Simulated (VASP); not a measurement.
Here is a VASP 6.6.1 calculation.

The input INCAR:

```
PREC = Accurate
ENCUT = 520
EDIFF = 1E-7
ISMEAR = -1
SIGMA = 0.1
LREAL = Auto
LASPH = T
NELM = 80
ALGO = Normal
ISIF = 2
LWAVE = F
LCHARG = F
GGA = PE
NBANDS = 86
```

The input KPOINTS:

```
regular mesh
0
Gamma
  2 2 1
```

File POSCAR:

```
WC
1.0
    5.6814998085      0.0000000000      0.0000000000
   -2.8407499043      4.9203231658      0.0000000000
    0.0000000000      0.0000000000     15.1839650000
W C
8 8
Direct
    0.0000000000      0.0000000000      0.0658590000
    0.0000000000      0.0000000000      0.2576901055
    0.0000000000      0.5000000000      0.0658590000
    0.0000000000      0.5000000000      0.2576901055
    0.5000000000      0.0000000000      0.0658590000
    0.5000000000      0.0000000000      0.2576901055
    0.5000000000      0.5000000000      0.0658590000
    0.5000000000      0.5000000000      0.2576901055
    0.3333333333      0.1666666667      0.1530293437
    0.3333333333      0.1666666667      0.3333138020
    0.3333333333      0.6666666667      0.1530293437
    0.3333333333      0.6666666667      0.3333138020
    0.8333333333      0.1666666667      0.1530293437
    0.8333333333      0.1666666667      0.3333138020
    0.8333333333      0.6666666667      0.1530293437
    0.8333333333      0.6666666667      0.3333138020
```

Potentials or basis: VASP PAW PBE potentials, release 64 (W_sv, C).

Command:

```console
$ cat potpaw_PBE.64/W_sv/POTCAR potpaw_PBE.64/C/POTCAR > POTCAR
$ mpirun -np 1 vasp_std > vasp.out
```

Question: Estimate the largest force.

Answer: 0.102 eV/Å.

Question: What does it give for the band gap on the k mesh?

Answer: Zero (band 72 reaches 1.47 eV, above the bottom of band 73 at 1.03 eV).

Forces in eV/Å, atoms in the order of the input:
```
W    0.000  0.000 -0.056
W    0.000  0.000 -0.038
W    0.000  0.000 -0.056
W    0.000  0.000 -0.038
W    0.000  0.000 -0.056
W    0.000  0.000 -0.038
W    0.000  0.000 -0.056
W    0.000  0.000 -0.038
C    0.000  0.000 -0.008
C    0.000  0.000  0.102
C    0.000  0.000 -0.008
C    0.000  0.000  0.102
C    0.000  0.000 -0.008
C    0.000  0.000  0.102
C    0.000  0.000 -0.008
C    0.000  0.000  0.102
```

Caveat: the k points lie up to 0.64 Å⁻¹ apart; spin-orbit coupling is left out, which moves the levels of the heavy elements.
